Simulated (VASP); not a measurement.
A run of VASP 6.6.1 is set up as follows.

The input INCAR:

```
ALGO = Normal ; EDIFF = 1E-6
ENCUT = 520 ; GGA = PE
ISIF = 2 ; ISMEAR = 0
LASPH = True ; LCHARG = True
LELF = True ; LREAL = False
LVHAR = True ; LWAVE = False
NBANDS = 11 ; NELM = 60
PREC = Accurate ; SIGMA = 1.0
```

The input KPOINTS:

```
k-points
0
Gamma
  14 14 14
```

Contents of POSCAR:

```
Pt
1.0
    0.0000000000      1.9857786488      1.9857786488
    1.9857786488      0.0000000000      1.9857786488
    1.9857786488      1.9857786488      0.0000000000
Pt
1
Direct
    0.0000000000      0.0000000000      0.0000000000
```

Potentials or basis: VASP PAW PBE potentials, release 64 (Pt).

Run with:

```sh
$ cat potpaw_PBE.64/Pt/POTCAR > POTCAR
$ mpirun -np 1 vasp_std > vasp.out
```

Task: Estimate the band gap on the k mesh.

Result: Zero (band 5 reaches 11.02 eV, above the bottom of band 6 at 8.91 eV).

Task: Predict the pressure.

Result: 2.5 GPa.

Caveat: spin-orbit coupling is left out, which moves the levels of the heavy elements.
